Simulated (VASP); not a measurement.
Set up this calculation in VASP 6.6.1, as the native input.

| Item | Value |
| --- | --- |
| Task | single point |
| Functional | PBE |
| Potentials or basis | VASP PAW PBE potentials, release 64 (Be, Te) |
| Cutoff | 520 eV |
| k mesh | 8 × 8 × 8 |
| Occupations | gaussian, width 0.02 eV |
| Spin | no spin polarisation |
| Dipole correction | no |
| Further INCAR settings | ALGO = Normal; EDIFF = 1e-07; NBANDS = 11 |

The structure of BeTe lies in POSCAR:

```
BeTe
1.0
    0.0000000000      2.8319684230      2.8319684230
    2.8319684230      0.0000000000      2.8319684230
    2.8319684230      2.8319684230      0.0000000000
Be Te
1 1
Direct
    0.0000000000      0.0000000000      0.0000000000
    0.7500000000      0.7500000000      0.7500000000
```

The input as run:

INCAR

```
SYSTEM = BeTe
PREC = Accurate
ENCUT = 520
EDIFF = 1E-7
ISMEAR = 0
SIGMA = 0.02
LREAL = .FALSE.
LASPH = .TRUE.
NELM = 60
ALGO = Normal
ISIF = 2
LWAVE = .FALSE.
LCHARG = .FALSE.
GGA = PE
NBANDS = 11
```

KPOINTS

```
Automatic mesh
0
G
  8 8 8
  0 0 0
```

Potentials or basis: VASP PAW PBE potentials, release 64 (Be, Te).

Launch:

```console
$ cat potpaw_PBE.64/Be/POTCAR potpaw_PBE.64/Te/POTCAR > POTCAR
$ mpirun -np 1 vasp_std > vasp.out
```

Results of the run:

The pressure is 0.1 GPa and the band gap on the k mesh is 2.01 eV, indirect (least direct gap 3.62 eV).

Caveat: spin-orbit coupling is left out, which moves the levels of the heavy elements.

Run time: 19 s on 1 thread of Intel Xeon 6975P-C, on a shared host, peak memory 0.17 GiB.
